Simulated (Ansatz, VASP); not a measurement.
Cs2B4H in VASP and in Ansatz

```
CELL_PARAMETERS angstrom
3.10188 0.00000 0.00000
0.00000 3.10188 0.00000
0.00000 0.00000 12.95809
ATOMIC_POSITIONS crystal
Cs 0.50000 0.50000 0.50000
Cs 0.00000 0.00000 0.00000
B 0.50000 0.50000 0.74394
B 0.50000 0.50000 0.25606
B 0.00000 0.00000 0.73626
B 0.00000 0.00000 0.26374
H 0.50000 0.50000 0.00000
```

Alike in both runs: functional PBE; k mesh 12 × 12 × 4; occupations gaussian, width 0.1 eV; no spin polarisation.

Ansatz relaxed the structure, and its values are those at the end. VASP's run is a single point on that final structure, the one shown.

|  | VASP | Ansatz |
| --- | --- | --- |
| version | VASP 6.6.1 | Ansatz 0.2.0 |
| potentials or method | VASP PAW PBE potentials, release 64 (Cs_sv, B, H), cutoff 520 eV | scalar-relativistic, plane waves, PAW |
| valence electrons in the cell | 31 | 31 |

Ansatz gave:

| Quantity | Value |
| --- | --- |
| gap on the k mesh at the Fermi level (eV) | none |
| pressure (GPa) | 0.0 |
| rms of the force components (eV/Å) | 0.001 |

Problem. Estimate VASP's values.

Solution. gap on the k mesh at the Fermi level (eV): none; pressure (GPa): 0.4; rms of the force components (eV/Å): 0.003.

A gap of «none» marks a metal or a gap that the smearing closes.

Neither program's run includes spin-orbit coupling.
